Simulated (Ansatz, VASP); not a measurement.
## Sn in VASP and in Ansatz

```
Sn
1.0
    -2.91585    2.91585    1.59065
     2.91585   -2.91585    1.59065
     2.91585    2.91585   -1.59065
Sn
2
Direct
  0.00000 0.00000 0.00000
  0.75000 0.25000 0.50000
```

Alike in both runs: task electric field gradients; functional PBEsol; k mesh 15 × 15 × 15; occupations fermi-dirac, width 0.05 eV; no spin polarisation.

```csv
,VASP,Ansatz
version,VASP 6.6.1,Ansatz 0.2.0
potentials or method,"VASP PAW PBE potentials, release 64 (Sn_d)","PAW with Ansatz's default frozen-core files, scalar-relativistic"
plane-wave cutoff (eV),520,420
valence electrons in the cell,28,28
```

|  | VASP | Ansatz | Ansatz less VASP |
| --- | --- | --- | --- |
| pressure (GPa) | -0.4 | -0.3 | +0.06 |
| traceless stress, the component that is largest in VASP (GPa) | -0.64 | -0.65 | -0.002 |
| size of Vzz on the site where it differs most (V/Å²) | 43.8 | 44.9 | +1.04 |

VASP's potentials were made for PBE, not for PBEsol.
